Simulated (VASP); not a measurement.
SiC, 2 atoms in the cell. Symmetry: Imm2, No. 44, orthorhombic system. Conventional cell: a = 2.989 Å, b = 3.171 Å, c = 4.356 Å, α = 90.00°, β = 90.00°, γ = 90.00°. Si (site symmetry mm2) has 4 C at 1.86 to 1.91 Å within 2.5 Å. Within 2.5 Å of C (site symmetry mm2) lie 4 Si at 1.86 to 1.91 Å.  This cell differs from its parent crystal: shear xy strain -5.9%.

```yaml
Program: VASP 6.6.1
Task: single point
Functional: r2SCAN
Potentials_or_basis: VASP PAW PBE potentials, release 64 (Si, C)
Cutoff: 520 eV
k_mesh: 10 × 10 × 10
Occupations: gaussian, width 0.01 eV
Spin: no spin polarisation
Dipole_correction: no
Further_INCAR_settings: ALGO = Normal; EDIFF = 1e-06; NBANDS = 11
```

Potentials or basis: VASP PAW PBE potentials, release 64 (Si, C).

The run is started by

```console
$ cat potpaw_PBE.64/Si/POTCAR potpaw_PBE.64/C/POTCAR > POTCAR
$ cp INCAR.step1 INCAR
$ mpirun -np 1 vasp_std > vasp.out
$ cp INCAR.step2 INCAR
$ mpirun -np 1 vasp_std > vasp.out
```

Hardware: 1 thread of AMD EPYC 9R14 (Zen 4) (shared host).

Estimate the wall time of this run.

Run time: 88 s on 1 thread of AMD EPYC 9R14 (Zen 4), with other jobs on the host, peak memory 0.13 GiB. Counts: k points 171.
